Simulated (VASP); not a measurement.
Input of a VASP 6.6.1 run:

File INCAR:

```
SYSTEM = Rb
ALGO = Normal ; EDIFF = 1E-6
ENCUT = 520 ; GGA = PE
ISIF = 2 ; ISMEAR = -1
LASPH = .TRUE. ; LCHARG = .TRUE.
LELF = .TRUE. ; LREAL = .FALSE.
LVHAR = .TRUE. ; LWAVE = .FALSE.
NBANDS = 26 ; NELM = 60
PREC = Accurate ; SIGMA = 0.1
```

The input KPOINTS:

```
k-points
0
G
  7 7 2
  0 0 0
```

POSCAR

```
Rb
1.0
    3.9981466362      0.0000000000      0.0000000000
   -1.9990733181      3.4624965550      0.0000000000
    0.0000000000      0.0000000000     13.2298921841
Rb
4
Direct
    0.0000000000      0.0000000000      0.0000000000
    0.0000000000      0.0000000000      0.5000000000
    0.3333333333      0.6666666667      0.2500000000
    0.6666666667      0.3333333333      0.7500000000
```

Potentials or basis: VASP PAW PBE potentials, release 64 (Rb_sv).

Command:

```bash
$ cat potpaw_PBE.64/Rb_sv/POTCAR > POTCAR
$ mpirun -np 1 vasp_std > vasp.out
```

(1) What does it give for the band gap on the k mesh?

(2) Estimate the pressure.

## Answers

(1) zero (bands 18 and 19 overlap by 2.33 eV).

(2) 6.4 GPa.

Caveat: the cell stands under pressure.
